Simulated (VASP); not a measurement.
**BeS: relaxation of cell and atoms with PBEsol**

Crystal: BeS.

```
Be S
1.0
     0.00000    2.41896    2.41896
     2.41896    0.00000    2.41896
     2.41896    2.41896    0.00000
Be S
1 1
Direct
  0.00000 0.00000 0.00000
  0.75000 0.75000 0.75000
```

* Program: VASP 6.6.1
* Task: relaxation of cell and atoms
* Functional: PBEsol
* Potentials or basis: VASP PAW PBE potentials, release 64 (Be, S)
* Cutoff: 600 eV
* k mesh: 8 × 8 × 8
* Occupations: gaussian, width 0.01 eV
* Spin: no spin polarisation
* Target pressure: 4 GPa
* Dipole correction: no
* Further INCAR settings: ALGO = Normal; EDIFF = 1e-07; IBRION = 2; EDIFFG = -0.002; NSW = 100; ISIF = 3

```
Relaxed volume                                         : 13.65 Å³/atom
Relaxed cell                                           : a = 3.380 Å, b = 3.380 Å, c = 3.380 Å, α = 60.00°, β = 60.00°, γ = 60.00°
Space group after relaxing (to 0.05 Å)                 : F-43m (No. 216)
Energy change on relaxing (the enthalpy is what falls) : +6.5 meV/atom
Ionic steps                                            : 3
Pressure after relaxing                                : 4.0 GPa
Band gap on the k mesh                                 : 2.82 eV, indirect (least direct gap 5.59 eV)
```

The path:
| step | energy change (eV) | largest force (eV/Å) | pressure (GPa) | volume (Å³) |
| --- | --- | --- | --- | --- |
| 1 | 0.0000 | 0.0000 | 0.19 | 28.31 |
| 2 | 0.0229 | 0.0000 | 5.44 | 26.95 |
| 3 | 0.0129 | 0.0000 | 4.01 | 27.29 |

Final structure:
```xyz
2
Lattice="0.0000 2.3897 2.3897 2.3897 0.0000 2.3897 2.3897 2.3897 0.0000" Properties=species:S:1:pos:R:3 pbc="T T T"
Be    0.0000    0.0000    0.0000
S     3.5845    3.5845    3.5845
```

Levels at points of the mesh, in eV from the valence-band top:
| k point | band 1 | band 2 | band 3 | band 4 | band 5 | band 6 | band 7 | band 8 |
| --- | --- | --- | --- | --- | --- | --- | --- | --- |
| (0.00, 0.00, 0.00) | -14.02 | 0.00 | 0.00 | 0.00 | 5.59 | 5.59 | 5.59 | 6.08 |
| (0.50, 0.00, 0.00) | -12.26 | -6.16 | -1.11 | -1.11 | 5.54 | 6.47 | 6.47 | 11.18 |
| (0.50, 0.50, 0.00) | -11.67 | -5.30 | -2.83 | -2.83 | 2.82 | 4.77 | 13.11 | 13.11 |

Wall time 12 s on 1 thread of AMD EPYC 9R45 96-Core Processor (Zen 5), on a shared host, peak memory 0.12 GiB.

Caveat: the cell is relaxed towards a set pressure, so the enthalpy falls and the energy may rise; the PAW data sets were made with another functional, which shifts forces and pressure a little. A k mesh can miss the band edges.
